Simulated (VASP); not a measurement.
# Nb2Cl3 (R-3c) in VASP: notebook

The runs below take Nb2Cl3 through single point, with PBE.

All numbers are computed with VASP 6.6.1; they aren't measurements. Logs are shortened: lines on timing, memory, paths and dates and some standing lists are left out, and cuts for length are marked.

### 1 The cell of the first run

It takes space group R-3c (No. 167, trigonal). Conventional cell: a = 6.861 Å, b = 6.861 Å, c = 15.145 Å, α = 90.00°, β = 90.00°, γ = 120.00°. Nb (site symmetry 3) has 1 Nb at 2.40 Å and 6 Cl at 2.62 to 2.63 Å within 3.2 Å. Cl (site symmetry 2) has 4 Nb at 2.62 to 2.63 Å and 6 Cl at 3.39 to 3.45 Å within 3.5 Å.

### 2 Single point, PBE, collinear spin

INCAR

```
ALGO = Normal
EDIFF = 1E-7
ENCUT = 520
GGA = PE
ISIF = 2
ISMEAR = 0
ISPIN = 2
LASPH = True
LCHARG = True
LELF = True
LMAXMIX = 4
LORBIT = 11
LREAL = False
LVHAR = True
LWAVE = False
MAGMOM = 1.7 1.7 1.7 1.7 0 0 0 0 0 0
NBANDS = 62
NELM = 150
PREC = Accurate
SIGMA = 0.1
```

KPOINTS

```
k-points
0
Gamma
  3 3 3
```

POSCAR

```
Nb2Cl3
1.0
    3.4305722066      1.9806417869      5.0482295606
   -3.4305722066      1.9806417869      5.0482295606
    0.0000000000     -3.9612835739      5.0482295606
Nb Cl
4 6
Direct
    0.8291183416      0.8291183416      0.8291183416
    0.6708816584      0.6708816584      0.6708816584
    0.1708816584      0.1708816584      0.1708816584
    0.3291183416      0.3291183416      0.3291183416
    0.0917816830      0.4082183170      0.7500000000
    0.7500000000      0.0917816830      0.4082183170
    0.4082183170      0.7500000000      0.0917816830
    0.9082183170      0.5917816830      0.2500000000
    0.2500000000      0.9082183170      0.5917816830
    0.5917816830      0.2500000000      0.9082183170
```

Potentials or basis: VASP PAW PBE potentials, release 64 (Nb_sv, Cl).

On the command line:

```sh
$ cat potpaw_PBE.64/Nb_sv/POTCAR potpaw_PBE.64/Cl/POTCAR > POTCAR
$ mpirun -np 1 vasp_std > vasp.out
```

OUTCAR:

```text
EDIFF = 1E-7
   ENCUT = 520
   GGA = PE
   ISIF = 2
   ISMEAR = 0
   ISPIN = 2
   LASPH = True
   LORBIT = 11
   LREAL = False
   NELM = 150
   PREC = Accurate

 ion  position               nearest neighbor table
   1  0.829  0.829  0.829-   2 2.40   9 2.62   8 2.62  10 2.62   7 2.63   6 2.63   5 2.63
   2  0.671  0.671  0.671-   1 2.40  10 2.62   8 2.62   9 2.62   6 2.63   7 2.63   5 2.63
   3  0.171  0.171  0.171-   4 2.40   6 2.62   5 2.62   7 2.62  10 2.63   9 2.63   8 2.63
   4  0.329  0.329  0.329-   3 2.40   7 2.62   5 2.62   6 2.62   9 2.63  10 2.63   8 2.63
   5  0.092  0.408  0.750-   3 2.62   4 2.62   1 2.63   2 2.63
   6  0.750  0.092  0.408-   3 2.62   4 2.62   2 2.63   1 2.63
   7  0.408  0.750  0.092-   4 2.62   3 2.62   1 2.63   2 2.63
   8  0.908  0.592  0.250-   1 2.62   2 2.62   3 2.63   4 2.63
   9  0.250  0.908  0.592-   1 2.62   2 2.62   4 2.63   3 2.63
  10  0.592  0.250  0.908-   2 2.62   1 2.62   3 2.63   4 2.63

  LATTYP: Found a trigonal (rhomboedric) cell.
 ALAT       =     6.4168831413
 COS(alpha) =     0.4283701957

  Lattice vectors:

 A1 = (   3.4305722066,   1.9806417869,   5.0482295606)
 A2 = (  -3.4305722066,   1.9806417869,   5.0482295606)
 A3 = (   0.0000000000,  -3.9612835739,   5.0482295606)

Analysis of symmetry for initial positions (statically):
=====================================================================
 Subroutine PRICEL returns:
 Original cell was already a primitive cell.

 Routine SETGRP: Setting up the symmetry group for a
 trigonal (rhombohedral) supercell.

 Subroutine GETGRP returns: Found 12 space group operations
 (whereof  6 operations were pure point group operations)
 out of a pool of 12 trial point group operations.

The static configuration has the point symmetry S_6 .
 The point group associated with its full space group is D_3d.

Analysis of symmetry for dynamics (positions and initial velocities):
=====================================================================
 Subroutine PRICEL returns:
 Original cell was already a primitive cell.

 Routine SETGRP: Setting up the symmetry group for a
 trigonal (rhombohedral) supercell.

 Subroutine GETGRP returns: Found 12 space group operations
 (whereof  6 operations were pure point group operations)
 out of a pool of 12 trial point group operations.

The dynamic configuration has the point symmetry S_6 .
 The point group associated with its full space group is D_3d.

Analysis of structural, dynamic, and magnetic symmetry:
=====================================================================
 Subroutine PRICEL returns:
 Original cell was already a primitive cell.

 Routine SETGRP: Setting up the symmetry group for a
[... 157 lines left out ...]
 Fermi energy:         8.2996757642

 spin component 1

 k-point     1 :       0.0000    0.0000    0.0000
  band No.  band energies     occupation
      1     -47.5368      1.00000
      2     -47.5335      1.00000
      3     -47.2176      1.00000
      4     -47.2152      1.00000
      5     -24.3217      1.00000
      6     -24.3013      1.00000
[... 361 lines left out ...]
     58      10.4352      0.00000
     59      10.6048      0.00000
 Fermi energy:         8.2996757642

 spin component 2

 k-point     1 :       0.0000    0.0000    0.0000
  band No.  band energies     occupation
      1     -47.5367      1.00000
      2     -47.5335      1.00000
      3     -47.2175      1.00000
      4     -47.2152      1.00000
      5     -24.3216      1.00000
      6     -24.3012      1.00000
[... 361 lines left out ...]
     58      10.4353      0.00000
     59      10.6048      0.00000
 [bands above 59 left out]

------------------------ aborting loop because EDIFF is reached ----------------------------------------

  FORCE on cell =-STRESS in cart. coord.  units (eV):
  Direction    XX          YY          ZZ          XY          YZ          ZX
  --------------------------------------------------------------------------------------
  -------------------------------------------------------------------------------------
  Total       -0.1828740     -0.1828740     -0.1178576      0.0000000      0.0000000     -0.0000000
  in kB       -1.4236385     -1.4236385     -0.9174988      0.0000000      0.0000000     -0.0000000
  external PRESSURE =      -1.2549253 kB  Pullay stress =       0.0000000 kB

 VOLUME and BASIS-vectors are now :
 -----------------------------------------------------------------------------
  energy-cutoff  :      520.00
  volume of cell :      205.81
      direct lattice vectors                 reciprocal lattice vectors
     3.430572207  1.980641787  5.048229561     0.145748280  0.084147809  0.066029750
    -3.430572207  1.980641787  5.048229561    -0.145748280  0.084147809  0.066029750
     0.000000000 -3.961283574  5.048229561     0.000000000 -0.168295618  0.066029750

 POSITION                                       TOTAL-FORCE (eV/Angst)
 -----------------------------------------------------------------------------------
      0.00000     -0.00000     12.55674         0.000000     -0.000000      0.019933
      0.00000     -0.00000     10.16029         0.000000      0.000000     -0.019933
      0.00000     -0.00000      2.58795         0.000000      0.000000     -0.019933
      0.00000     -0.00000      4.98439         0.000000     -0.000000      0.019933
     -1.08556     -1.98064      6.31029         0.002801     -0.000000      0.000000
      2.25807      0.05020      6.31029        -0.001400      0.002425      0.000000
     -1.17251      1.93044      6.31029        -0.001400     -0.002425      0.000000
      1.08556      1.98064      8.83440        -0.002801     -0.000000      0.000000
     -2.25807     -0.05020      8.83440         0.001400     -0.002425      0.000000
      1.17251     -1.93044      8.83440         0.001400      0.002425      0.000000
 -----------------------------------------------------------------------------------
    total drift:                                0.000000     -0.000000     -0.000000

  FREE ENERGIE OF THE ION-ELECTRON SYSTEM (eV)
  ---------------------------------------------------
  free  energy   TOTEN  =       -55.9708896884 eV

  energy  without entropy=      -55.9334481806  energy(sigma->0) =      -55.95216893

 total charge

# of ion       s       p       d       tot
------------------------------------------
    1        2.112   5.950   2.757  10.819
    2        2.112   5.950   2.757  10.819
    3        2.112   5.950   2.757  10.819
    4        2.112   5.950   2.757  10.819
    5        1.590   3.522   0.000   5.112
    6        1.590   3.522   0.000   5.112
    7        1.590   3.522   0.000   5.112
    8        1.590   3.522   0.000   5.112
    9        1.590   3.522   0.000   5.112
   10        1.590   3.522   0.000   5.112
--------------------------------------------------
tot         17.985  44.933  11.028  73.946

 magnetization (x)

# of ion       s       p       d       tot
------------------------------------------
    1        0.000   0.000   0.000   0.000
    2        0.000   0.000   0.000   0.000
    3        0.000   0.000   0.000   0.000
    4        0.000   0.000   0.000   0.000
    5        0.000  -0.000   0.000  -0.000
    6        0.000  -0.000   0.000  -0.000
    7        0.000  -0.000   0.000  -0.000
    8        0.000  -0.000   0.000  -0.000
    9        0.000  -0.000   0.000  -0.000
   10        0.000  -0.000   0.000  -0.000
--------------------------------------------------
tot          0.000  -0.000   0.000   0.000
```

Run time: 3 min. Hardware: 1 thread of Intel Xeon Platinum 8488C (Sapphire Rapids), shared host; peak memory 0.44 GiB.

What came out:

| Item | Value |
| --- | --- |
| Free energy | -55.9709 eV |
| Pressure | -0.1 GPa |
| Largest force | 0.020 eV/Å |
| Band gap on the k mesh | zero (filled and empty bands overlap) |
| Net moment | 0.00 μB per cell |
| Valence electrons inside the program's atomic spheres | Nb 10.82; Cl 5.11 |

Forces in eV/Å, atoms in the order of the input:
```
Nb   0.000  0.000  0.020
Nb   0.000  0.000 -0.020
Nb   0.000  0.000 -0.020
Nb   0.000  0.000  0.020
Cl   0.003  0.000  0.000
Cl  -0.001  0.002  0.000
Cl  -0.001 -0.002  0.000
Cl  -0.003  0.000  0.000
Cl   0.001 -0.002  0.000
Cl   0.001  0.002  0.000
```

Levels at points of the mesh, in eV from the Fermi level:
Spin up:
| k point | band 44 | band 45 | band 46 | band 47 | band 48 | band 49 | band 50 | band 51 |
| --- | --- | --- | --- | --- | --- | --- | --- | --- |
| (0.00, 0.00, 0.00) | -1.77 | -1.05 | -1.05 | -0.73 | -0.73 | 0.52 | 0.52 | 0.83 |
Spin down:
```csv
k point,band 43,band 44,band 45,band 46,band 47,band 48,band 49,band 50,band 51,band 52
"(0.00, 0.00, 0.00)",-2.01,-1.77,-1.05,-1.05,-0.73,-0.73,0.52,0.52,0.83,1.02
```

Caveat: the k points lie up to 0.38 Å⁻¹ apart, too coarse for converged energies and pressures of a metal.

### 3 Single point, PBE

This run uses another cell than the first one, of 22.28 Å³/atom.

INCAR

```
PREC = Accurate
ENCUT = 520
EDIFF = 1E-6
ISMEAR = 0
SIGMA = 0.1
LREAL = False
LASPH = True
NELM = 80
ALGO = Normal
ISIF = 2
LWAVE = False
LCHARG = False
GGA = PE
NBANDS = 58
```

KPOINTS

```
Automatic mesh
0
Gamma
  3 3 3
```

POSCAR

```
Nb2Cl3
1.0
    3.2814650474      1.8945547284      5.9727591658
   -3.2814650474      1.8945547284      5.9727591658
    0.0000000000     -3.7891094569      5.9727591658
Nb Cl
4 6
Direct
    0.8521800000      0.8521800000      0.8521800000
    0.6478200000      0.6478200000      0.6478200000
    0.1478200000      0.1478200000      0.1478200000
    0.3521800000      0.3521800000      0.3521800000
    0.0562500000      0.4437500000      0.7500000000
    0.7500000000      0.0562500000      0.4437500000
    0.4437500000      0.7500000000      0.0562500000
    0.9437500000      0.5562500000      0.2500000000
    0.2500000000      0.9437500000      0.5562500000
    0.5562500000      0.2500000000      0.9437500000
```

Potentials or basis: VASP PAW PBE potentials, release 64 (Nb_sv, Cl).

On the command line:

```sh
$ cat potpaw_PBE.64/Nb_sv/POTCAR potpaw_PBE.64/Cl/POTCAR > POTCAR
$ mpirun -np 1 vasp_std > vasp.out
```

Run time: 71 s. Hardware: 1 thread of Intel Xeon 6975P-C (Granite Rapids), shared host; peak memory 0.4 GiB.

Results (log left out):

```yaml
Free_energy: -51.9091 eV
Pressure: -7.5 GPa
Largest_force: 1.600 eV/Å
Band_gap_on_the_k_mesh: zero (bands 47 and 48 overlap by 0.33 eV)
```

Forces on the atoms (eV/Å):
```
Nb   0.000  0.000 -1.600
Nb   0.000  0.000  1.600
Nb   0.000  0.000  1.600
Nb   0.000  0.000 -1.600
Cl   0.361  0.000  0.000
Cl  -0.181  0.313  0.000
Cl  -0.181 -0.313  0.000
Cl  -0.361  0.000  0.000
Cl   0.181 -0.313  0.000
Cl   0.181  0.313  0.000
```

Stress tensor (GPa, compression positive):
```
-8.63  0.00  0.00
 0.00 -8.63  0.00
 0.00  0.00 -5.39
```

Levels at points of the mesh, in eV from the Fermi level:
```
           k point  band 43  band 44  band 45  band 46  band 47  band 48  band 49  band 50  band 51  band 52
(0.00, 0.00, 0.00)    -0.81    -0.48    -0.48    -0.25    -0.21    -0.21     0.16     0.16     0.47     0.54
```

Caveat: the k points lie up to 0.39 Å⁻¹ apart; forces of over 1 eV/Å act on the atoms, so gaps and moduli don't describe the material at rest.

### 4 Single point, PBE

INCAR

```
SYSTEM = Nb2Cl3
PREC     = Accurate       ! precision mode
ENCUT    = 520            ! plane-wave cutoff, eV
EDIFF    = 1E-6           ! SCF threshold, eV
ISMEAR   = 0              ! smearing method
SIGMA    = 0.1            ! smearing width, eV
LREAL    = .False.        ! projectors in reciprocal space
LASPH    = .True.         ! aspherical terms in the spheres
NELM     = 100            ! most SCF steps
ALGO     = Normal         ! electronic algorithm
ISIF     = 2              ! what is computed and relaxed
LWAVE    = .False.        ! write WAVECAR
LCHARG   = .True.         ! write CHGCAR
GGA      = PE             ! functional
LELF     = .True.         ! ELF
LVHAR    = .True.       
NBANDS   = 58             ! bands
```

KPOINTS

```
regular mesh
0
Gamma
  6 6 6
  0 0 0
```

POSCAR

```
Nb2Cl3
1.0
    3.4469171948      1.9900785703      5.0065731007
   -3.4469171948      1.9900785703      5.0065731007
    0.0000000000     -3.9801571406      5.0065731007
Nb Cl
4 6
Direct
    0.8295491202      0.8295491202      0.8295491202
    0.6704508798      0.6704508798      0.6704508798
    0.1704508798      0.1704508798      0.1704508798
    0.3295491202      0.3295491202      0.3295491202
    0.0904942758      0.4095057242      0.7500000000
    0.7500000000      0.0904942758      0.4095057242
    0.4095057242      0.7500000000      0.0904942758
    0.9095057242      0.5904942758      0.2500000000
    0.2500000000      0.9095057242      0.5904942758
    0.5904942758      0.2500000000      0.9095057242
```

On the command line:

```sh
$ cat potpaw_PBE.64/Nb_sv/POTCAR potpaw_PBE.64/Cl/POTCAR > POTCAR
$ mpirun -np 1 vasp_std > vasp.out
```

It took 3.7 min on 1 thread of Intel Xeon 6975P-C (Granite Rapids), shared host; peak memory 0.5 GiB.

The run converged. Its results:

```
Free energy            : -55.9609 eV
Pressure               : -0.1 GPa
Largest force          : 0.005 eV/Å
Band gap on the k mesh : zero (bands 47 and 48 overlap by 1.08 eV)
```

Forces on the atoms (eV/Å):
```
Nb   0.000  0.000 -0.005
Nb   0.000  0.000  0.005
Nb   0.000  0.000  0.005
Nb   0.000  0.000 -0.005
Cl  -0.002  0.000  0.000
Cl   0.001 -0.002  0.000
Cl   0.001  0.002  0.000
Cl   0.002  0.000  0.000
Cl  -0.001  0.002  0.000
Cl  -0.001 -0.002  0.000
```

Levels at points of the mesh, in eV from the Fermi level:
| k point | band 43 | band 44 | band 45 | band 46 | band 47 | band 48 | band 49 | band 50 | band 51 | band 52 |
| --- | --- | --- | --- | --- | --- | --- | --- | --- | --- | --- |
| (0.00, 0.00, 0.00) | -2.01 | -1.76 | -1.06 | -1.06 | -0.70 | -0.70 | 0.50 | 0.50 | 0.83 | 1.02 |
| (0.50, 0.00, 0.00) | -1.56 | -1.56 | -1.37 | -1.37 | 0.10 | 0.10 | 0.45 | 0.45 | 0.97 | 0.97 |
| (0.50, 0.50, 0.00) | -1.94 | -1.23 | -1.07 | -0.81 | -0.10 | -0.07 | 0.04 | 0.62 | 0.74 | 0.87 |
| (0.50, 0.50, 0.50) | -1.33 | -1.33 | -1.33 | -1.33 | 0.38 | 0.38 | 0.38 | 0.38 | 0.80 | 0.80 |

### 5 Overview

```csv
spin,cell,k mesh,gap on the mesh (eV),pressure (GPa),largest force (eV/Å)
collinear,"a = 6.417 Å, angles 64.6°, 10 atoms, atomic positions A",3 × 3 × 3,none,-0.1,0.02
off,"a = 7.073 Å, angles 55.3°, 10 atoms, atomic positions B",3 × 3 × 3,none,-7.5,1.60
off,"a = 6.396 Å, angles 65.2°, 10 atoms, atomic positions C",6 × 6 × 6,none,-0.1,0.01
```

Alike in all rows: task single point; level PBE; potentials or basis VASP PAW PBE potentials, release 64 (Nb_sv, Cl); cutoff (eV) 520; smearing gaussian 0.1 eV.

Caveats: some runs use coarse meshes; forces of over 1 eV/Å act on the atoms, so gaps and moduli don't describe the material at rest (at least some runs).

Total energies depend on the potentials used, so only differences within one code and one set of settings carry meaning.
